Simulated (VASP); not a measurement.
# Si (Fd-3m) in VASP: notebook

Runs on Si. Level: LDA. Tasks: single point.

Everything below comes from runs of VASP 6.6.1. Logs are shortened: lines on timing, memory, paths and dates and some standing lists are left out, and cuts for length are marked.

## Step 1: The cell of the first run

The structure is cubic, space group Fd-3m (No. 227). Conventional cell: a = 4.505 Å, b = 4.505 Å, c = 4.505 Å, α = 90.00°, β = 90.00°, γ = 90.00°. Within 2.6 Å of Si (site symmetry -43m) lie 4 Si at 1.95 Å.

## Step 2: Single point, LDA (11.43 Å³/atom)

File INCAR:

```
SYSTEM = Si
PREC = Accurate ; ENCUT = 500
EDIFF = 1E-6 ; ISMEAR = -1
SIGMA = 0.08 ; LREAL = .False.
LASPH = .True. ; NELM = 120
ALGO = Normal ; ISIF = 2
LWAVE = .False. ; LCHARG = .False.
NBANDS = 11 ; GGA_COMPAT = .False.
```

File KPOINTS:

```
Automatic mesh
0
Gamma
  12 12 12
  0 0 0
```

File POSCAR:

```
Si
1.0
    0.0000000000      2.2524587707      2.2524587707
    2.2524587707      0.0000000000      2.2524587707
    2.2524587707      2.2524587707      0.0000000000
Si
2
Direct
   -0.1250000000     -0.1250000000     -0.1250000000
    0.1250000000      0.1250000000      0.1250000000
```

Potentials or basis: VASP PAW LDA potentials, release 64 (Si).

On the command line:

```console
> cat potpaw_LDA.64/Si/POTCAR > POTCAR
> mpirun -np 1 vasp_std > vasp.out
```

OUTCAR:

```text
SYSTEM = Si
   PREC = Accurate
   ENCUT = 500
   EDIFF = 1E-6
   ISMEAR = -1
   LREAL = .False.
   LASPH = .True.
   NELM = 120
   ISIF = 2

 ion  position               nearest neighbor table
   1  0.875  0.875  0.875-   2 1.95   2 1.95   2 1.95   2 1.95
   2  0.125  0.125  0.125-   1 1.95   1 1.95   1 1.95   1 1.95

  LATTYP: Found a face centered cubic cell.
 ALAT       =     4.5049175414

  Lattice vectors:

 A1 = (   0.0000000000,   2.2524587707,   2.2524587707)
 A2 = (   2.2524587707,   0.0000000000,   2.2524587707)
 A3 = (   2.2524587707,   2.2524587707,   0.0000000000)

Analysis of symmetry for initial positions (statically):
=====================================================================
 Subroutine PRICEL returns:
 Original cell was already a primitive cell.

 Routine SETGRP: Setting up the symmetry group for a
 face centered cubic supercell.

 Subroutine GETGRP returns: Found 48 space group operations
 (whereof 12 operations were pure point group operations)
 out of a pool of 48 trial point group operations.

The static configuration has the point symmetry D_3d.
 The point group associated with its full space group is O_h .

Analysis of symmetry for dynamics (positions and initial velocities):
=====================================================================
 Subroutine PRICEL returns:
 Original cell was already a primitive cell.

 Routine SETGRP: Setting up the symmetry group for a
 face centered cubic supercell.

 Subroutine GETGRP returns: Found 48 space group operations
 (whereof 12 operations were pure point group operations)
 out of a pool of 48 trial point group operations.

The dynamic configuration has the point symmetry D_3d.
 The point group associated with its full space group is O_h .

 Subroutine INISYM returns: Found 48 space group operations
 (whereof 12 operations are pure point group operations),
 and found     1 'primitive' translations

----------------------------------------------------------------------------------------

                                     Primitive cell

  volume of cell :      22.8560

  direct lattice vectors                    reciprocal lattice vectors
     0.000000000  2.252458771  2.252458771    -0.221979646  0.221979646  0.221979646
     2.252458771  0.000000000  2.252458771     0.221979646 -0.221979646  0.221979646
     2.252458771  2.252458771  0.000000000     0.221979646  0.221979646 -0.221979646

  length of vectors
     3.185457742  3.185457742  3.185457742     0.384480025  0.384480025  0.384480025

  position of ions in fractional coordinates (direct lattice)
     0.875000000  0.875000000  0.875000000
     0.125000000  0.125000000  0.125000000

  ion indices of the primitive-cell ions
   primitive index   ion index
                 1           1
                 2           2

----------------------------------------------------------------------------------------

 KPOINTS: Automatic mesh

Automatic generation of k-mesh.
 Grid dimensions read from file:
 generate k-points for:   12   12   12

 Generating k-lattice:

  Cartesian coordinates                     Fractional coordinates (reciprocal lattice)
    -0.018498304  0.018498304  0.018498304     0.083333333  0.000000000  0.000000000
     0.018498304 -0.018498304  0.018498304     0.000000000  0.083333333  0.000000000
     0.018498304  0.018498304 -0.018498304     0.000000000  0.000000000  0.083333333

  Length of vectors
     0.032040002  0.032040002  0.032040002

  Shift w.r.t. Gamma in fractional coordinates (k-lattice)
     0.000000000  0.000000000  0.000000000

 Subroutine IBZKPT returns following result:
 ===========================================

 Found     72 irreducible k-points:

 Following reciprocal coordinates:
            Coordinates               Weight
  0.000000  0.000000  0.000000      1.000000
  0.083333  0.000000  0.000000      8.000000
  0.166667  0.000000  0.000000      8.000000
  0.250000  0.000000  0.000000      8.000000
  0.333333  0.000000  0.000000      8.000000
  0.416667  0.000000  0.000000      8.000000
[... 16 lines left out ...]
  0.500000  0.166667  0.000000     24.000000
 -0.416667  0.166667  0.000000     24.000000
 [... further k-points ...]
   k-points           NKPTS =     72   k-points in BZ     NKDIM =     72   number of bands    NBANDS=     11
   number of dos      NEDOS =    301   number of ions     NIONS =      2
   total plane-waves  NPLWV =  13824
   dimension x,y,z NGX =    24 NGY =   24 NGZ =   24
   dimension x,y,z NGXF=    48 NGYF=   48 NGZF=   48
   ions per type =               2
   NGX,Y,Z   is equivalent  to a cutoff of  12.53, 12.53, 12.53 a.u.
   NGXF,Y,Z  is equivalent  to a cutoff of  25.05, 25.05, 25.05 a.u.
 SYSTEM =  Si
   PREC   = accura    normal or accurate (medium, high low for compatibility)
   ISTART =      0    job   : 0-new  1-cont  2-samecut
   ICHARG =      2    charge: 1-file 2-atom 10-const
   ISPIN  =      1    spin polarized calculation?
   LNONCOLLINEAR =      F non collinear calculations
   LSORBIT =      F    spin-orbit coupling
   LASPH  =      T    aspherical Exc in radial PAW
   ENCUT  =  500.0 eV  36.75 Ry    6.06 a.u.   5.81  5.81  5.81*2*pi/ulx,y,z
   NELM   =    120;   NELMIN=  2; NELMDL= -5     # of ELM steps
   EDIFF  = 0.1E-05   stopping-criterion for ELM
   LREAL  =      F    real-space projection
   EDIFFG = 0.1E-04   stopping-criterion for IOM
   NSW    =      0    number of steps for IOM
   IBRION =     -1    ionic relax: 0-MD 1-quasi-New 2-CG
   NFREE  =      0    steps in history (QN), initial steepest desc. (CG)
   ISIF   =      2    stress and relaxation
   ISYM   =      2    0-nonsym 1-usesym 2-fastsym
   POTIM  = 0.5000    time-step for ionic-motion
   TEBEG  =    0.0;   TEEND  =   0.0 temperature during run
   PSTRESS=    0.0 pullay stress
   NELECT =       8.0000    total number of electrons
   NUPDOWN=      -1.0000    fix difference up-down
   EMIN   =  10.00;   EMAX   =-10.00  energy-range for DOS
   EFERMI =   0.00;   METHOD = LEGACY
   ISMEAR =    -1;   SIGMA  =   0.08  broadening in eV -4-tet -1-fermi 0-gaus
   EFERMI_NEDOS =   21; number of points for ismear=-14 and -15
   IALGO  =     38    algorithm
   IMIX   =      4    mixing-type and parameters
     AMIX     =   0.40;   BMIX     =  1.00
     AMIX_MAG =   1.60;   BMIX_MAG =  1.00
  volume/ion in A,a.u.               =      11.43        77.12
  Fermi-wavevector in a.u.,A,eV,Ry     =   1.153731  2.180236 18.110657  1.331096
  Thomas-Fermi vector in A             =   2.290373
   LORBIT       =      0    0 simple, 1 ext, 2 COOP (PROOUT), +10 PAW based schemes
   GGA     = CA    functional components
   LHFCALC =     F    Hartree Fock is set to
   AEXX    =    0.0000 exact exchange contribution
   IVDW    =     0    specifies the selected vdW correction
   LEPSILON=     F    determine dielectric tensor
   LRPA    =     F    only Hartree local field effects (RPA)
 non-spin polarized calculation
  energy-cutoff  :      500.00
  volume of cell :       22.86
 maximum number of plane-waves:       604
   NGX = 11   NGY = 11   NGZ = 11

 number of electron       7.9999999 magnetization

 Free energy of the ion-electron system (eV)
  ---------------------------------------------------
  ext. energy  EPLUGINS =         0.00000000
  ---------------------------------------------------
  free energy    TOTEN  =        -6.82998308 eV

  energy without entropy =       -6.82189196  energy(sigma->0) =       -6.82593752

 E-fermi :  12.5941     XC(G=0): -11.8965

 val. band max:       12.4865972896   @ k =   0.4167   0.4167   0.0000
 cond. band min:      12.6364802791   @ k =   0.3333   0.3333   0.0000
 fundamental gap:      0.1498829895
 Fermi energy:        12.5940978282

 k-point     1 :       0.0000    0.0000    0.0000
  band No.  band energies     occupation
      1      -3.6285      2.00000
      2      13.1409      0.00215
      3      13.1409      0.00215
      4      13.1409      0.00215
      5      15.7087      0.00000
      6      15.7087      0.00000
      7      15.7087      0.00000
      8      20.8336      0.00000
      9      20.8336      0.00000
     10      23.4133      0.00000
     11      23.8935      0.00000

 k-point     2 :       0.0833    0.0000    0.0000
  band No.  band energies     occupation
      1      -3.4861      2.00000
      2      11.9603      1.99928
      3      12.8883      0.04935
      4      12.8883      0.04935
      5      16.0857      0.00000
      6      16.0857      0.00000
      7      16.2248      0.00000
      8      20.4180      0.00000
      9      20.4180      0.00000
     10      23.5410      0.00000
     11      24.4444      0.00000

 k-point     3 :       0.1667    0.0000    0.0000
  band No.  band energies     occupation
      1      -3.0609      2.00000
      2       9.8333      2.00000
      3      12.4204      1.79521
      4      12.4204      1.79521
      5      16.6294      0.00000
      6      16.7159      0.00000
      7      16.7159      0.00000
      8      19.8889      0.00000
      9      19.8889      0.00000
     10      23.4019      0.00000
     11      25.5986      0.00000

 k-point     4 :       0.2500    0.0000    0.0000
  band No.  band energies     occupation
      1      -2.3603      2.00000
      2       7.5948      2.00000
      3      12.0084      1.99868
      4      12.0084      1.99868
      5      16.6894      0.00000
      6      16.7140      0.00000
      7      16.7140      0.00000
      8      20.3873      0.00000
      9      20.3873      0.00000
     10      22.7134      0.00000
     11      26.9259      0.00000
[... 239 lines left out ...]
 k-point    22 :       0.4167    0.1667    0.0000
  band No.  band energies     occupation
      1      -0.5411      2.00000
      2       5.2144      2.00000
      3       9.7417      2.00000
      4      10.2083      2.00000
      5      14.2207      0.00000
      6      17.9350      0.00000
      7      18.3795      0.00000
      8      20.0770      0.00000
      9      24.6471      0.00000
     10      24.9309      0.00000
     11      29.4464      0.00000

 k-point    23 :       0.5000    0.1667    0.0000
  band No.  band energies     occupation
      1       0.6126      2.00000
      2       3.5191      2.00000
      3       9.1545      2.00000
      4      10.3496      2.00000
      5      14.2833      0.00000
      6      17.7878      0.00000
      7      18.5746      0.00000
      8      21.4046      0.00000
      9      24.1917      0.00000
     10      25.2485      0.00000
     11      28.6868      0.00000

 k-point    24 :      -0.4167    0.1667    0.0000
  band No.  band energies     occupation
      1       0.9171      2.00000
      2       3.1398      2.00000
      3       8.7353      2.00000
      4      10.6939      2.00000
      5      14.6375      0.00000
      6      17.3902      0.00000
      7      18.6518      0.00000
      8      23.2260      0.00000
      9      23.3910      0.00000
     10      23.7879      0.00000
     11      27.8087      0.00000

 [... further k-points ...]

------------------------ aborting loop because EDIFF is reached ----------------------------------------

  FORCE on cell =-STRESS in cart. coord.  units (eV):
  Direction    XX          YY          ZZ          XY          YZ          ZX
  --------------------------------------------------------------------------------------
  -------------------------------------------------------------------------------------
  Total       21.6996376     21.6996376     21.6996376      0.0000000      0.0000000      0.0000000
  in kB     1521.1166371   1521.1166371   1521.1166371      0.0000000      0.0000000      0.0000000
  external PRESSURE =    1521.1166371 kB  Pullay stress =       0.0000000 kB

 VOLUME and BASIS-vectors are now :
 -----------------------------------------------------------------------------
  energy-cutoff  :      500.00
  volume of cell :       22.86
      direct lattice vectors                 reciprocal lattice vectors
     0.000000000  2.252458771  2.252458771    -0.221979646  0.221979646  0.221979646
     2.252458771  0.000000000  2.252458771     0.221979646 -0.221979646  0.221979646
     2.252458771  2.252458771  0.000000000     0.221979646  0.221979646 -0.221979646

 POSITION                                       TOTAL-FORCE (eV/Angst)
 -----------------------------------------------------------------------------------
      3.94180      3.94180      3.94180         0.000000      0.000000      0.000000
      0.56311      0.56311      0.56311        -0.000000     -0.000000     -0.000000
 -----------------------------------------------------------------------------------
    total drift:                                0.000000      0.000000     -0.000000

  FREE ENERGIE OF THE ION-ELECTRON SYSTEM (eV)
  ---------------------------------------------------
  free  energy   TOTEN  =        -6.8299830802 eV

  energy  without entropy=       -6.8218919634  energy(sigma->0) =       -6.82593752
```

It took 8.4 s on 1 thread of AMD EPYC 9R45 (Zen 5), shared host; peak memory 0.1 GiB.

Results:

```yaml
Free_energy: -6.8300 eV
Pressure: 152.1 GPa
Band_gap_on_the_k_mesh: zero (bands 4 and 5 overlap by 1.02 eV)
```

Caveat: the cell stands under pressure.

## Step 3: Single point, LDA (13.40 Å³/atom)

This run uses another cell than the first one, of 13.40 Å³/atom.

File INCAR:

```
ALGO = Normal
EDIFF = 1E-6
ENCUT = 500
GGA_COMPAT = False
ISIF = 2
ISMEAR = -1
LASPH = True
LCHARG = False
LREAL = False
LWAVE = False
NBANDS = 11
NELM = 120
PREC = Accurate
SIGMA = 0.08
```

File KPOINTS:

```
k-points
0
Gamma
  12 12 12
```

File POSCAR:

```
Si
1.0
    0.0000000000      2.3751105206      2.3751105206
    2.3751105206      0.0000000000      2.3751105206
    2.3751105206      2.3751105206      0.0000000000
Si
2
Direct
   -0.1250000000     -0.1250000000     -0.1250000000
    0.1250000000      0.1250000000      0.1250000000
```

Potentials or basis: VASP PAW LDA potentials, release 64 (Si).

On the command line:

```console
> cat potpaw_LDA.64/Si/POTCAR > POTCAR
> mpirun -np 1 vasp_std > vasp.out
```

Wall time 8.4 s (1 thread of AMD EPYC 9R45 (Zen 5), shared host); peak memory 0.1 GiB.

The run converged. Its results:

* Free energy: -9.6040 eV
* Pressure: 80.4 GPa
* Band gap on the k mesh: zero (bands 4 and 5 overlap by 0.45 eV)

Levels at points of the mesh, in eV from the Fermi level:
```
           k point  band 1  band 2  band 3  band 4  band 5  band 6  band 7  band 8
(0.00, 0.00, 0.00)  -14.92    0.28    0.28    0.28    2.87    2.87    2.87    8.06
(0.50, 0.00, 0.00)  -11.36   -9.10   -1.25   -1.25    3.11    3.11    3.16    8.25
(0.50, 0.50, 0.00)   -9.13   -9.13   -3.75   -3.75   -0.17   -0.17   12.51   12.51
```

Caveat: the cell stands under pressure; semilocal functionals underestimate gaps, so a narrow gap can read as zero.

## Step 4: Single point, LDA (15.37 Å³/atom)

This run uses another cell than the first one, of 15.37 Å³/atom.

INCAR is that of step 3.

KPOINTS is that of step 3.

File POSCAR:

```
Si
1.0
    0.0000000000      2.4862552892      2.4862552892
    2.4862552892      0.0000000000      2.4862552892
    2.4862552892      2.4862552892      0.0000000000
Si
2
Direct
   -0.1250000000     -0.1250000000     -0.1250000000
    0.1250000000      0.1250000000      0.1250000000
```

On the command line:

```console
> cat potpaw_LDA.64/Si/POTCAR > POTCAR
> mpirun -np 1 vasp_std > vasp.out
```

It took 12 s on 1 thread of AMD EPYC 9R45 (Zen 5), shared host; peak memory 0.11 GiB.

Results (log left out):

```
Free energy            : -11.0391 eV
Pressure               : 39.9 GPa
Band gap on the k mesh : zero (bands 4 and 5 overlap by 0.08 eV)
```

Levels at points of the mesh, in eV from the Fermi level:
| k point | band 2 | band 3 | band 4 | band 5 | band 6 | band 7 |
| --- | --- | --- | --- | --- | --- | --- |
| (0.00, 0.00, 0.00) | 0.06 | 0.06 | 0.06 | 2.66 | 2.66 | 2.66 |
| (0.50, 0.00, 0.00) | -8.38 | -1.36 | -1.36 | 2.45 | 3.12 | 3.12 |
| (0.50, 0.50, 0.00) | -8.73 | -3.54 | -3.54 | 0.04 | 0.04 | 11.84 |

Caveat: the cell stands under pressure; semilocal functionals underestimate gaps, so a narrow gap can read as zero.

## Step 5: Single point, LDA (17.34 Å³/atom)

This run uses another cell than the first one, of 17.34 Å³/atom.

File INCAR:

```
SYSTEM = Si
ALGO     = Normal         ! electronic algorithm
EDIFF    = 1E-6           ! SCF threshold, eV
ENCUT    = 500            ! plane-wave cutoff, eV
GGA_COMPAT= .False.      
ISIF     = 2              ! what is computed and relaxed
ISMEAR   = -1             ! smearing method
LASPH    = .True.         ! aspherical terms in the spheres
LCHARG   = .False.        ! write CHGCAR
LREAL    = .False.        ! projectors in reciprocal space
LWAVE    = .False.        ! write WAVECAR
NBANDS   = 11             ! bands
NELM     = 120            ! most SCF steps
PREC     = Accurate       ! precision mode
SIGMA    = 0.08           ! smearing width, eV
```

File KPOINTS:

```
k-points
0
Gamma
  12 12 12
  0 0 0
```

File POSCAR:

```
Si
1.0
    0.0000000000      2.5882630349      2.5882630349
    2.5882630349      0.0000000000      2.5882630349
    2.5882630349      2.5882630349      0.0000000000
Si
2
Direct
   -0.1250000000     -0.1250000000     -0.1250000000
    0.1250000000      0.1250000000      0.1250000000
```

On the command line:

```console
> cat potpaw_LDA.64/Si/POTCAR > POTCAR
> mpirun -np 1 vasp_std > vasp.out
```

Run time: 13 s. Hardware: 1 thread of AMD EPYC 9R45 (Zen 5), shared host; peak memory 0.11 GiB.

It converged, with:

```yaml
Free_energy: -11.7043 eV
Pressure: 16.2 GPa
Band_gap_on_the_k_mesh: 0.20 eV (least direct gap 2.57 eV)
```

Levels at points of the mesh, in eV from the valence-band top:
```
           k point  band 1  band 2  band 3  band 4  band 5  band 6  band 7  band 8  band 9
(0.00, 0.00, 0.00)  -13.00    0.00    0.00    0.00    2.57    2.57    2.57    4.93    7.79
(0.50, 0.00, 0.00)  -10.27   -7.73   -1.32   -1.32    1.95    3.20    3.20    7.71   10.89
(0.50, 0.50, 0.00)   -8.31   -8.31   -3.24   -3.24    0.30    0.30   11.25   11.25   11.38
```

Caveat: the cell stands under pressure. A k mesh can miss the band edges.

## Step 6: Summary

```csv
cell,gap on the mesh (eV),pressure (GPa)
"a = 3.185 Å, angles 60.0°, 2 atoms",none,152.1
"a = 3.359 Å, angles 60.0°, 2 atoms",none,80.4
"a = 3.516 Å, angles 60.0°, 2 atoms",none,39.9
"a = 3.660 Å, angles 60.0°, 2 atoms",0.20,16.2
```

Alike in all rows: task single point; level LDA; potentials or basis VASP PAW LDA potentials, release 64 (Si); no spin polarisation; k mesh 12 × 12 × 12; cutoff (eV) 500; smearing fermi-dirac 0.08 eV.

Caveats: the cell stands under pressure; semilocal functionals underestimate gaps, so a narrow gap can read as zero (at least some runs).

Absolute energies hang on the potentials; compare differences alone.
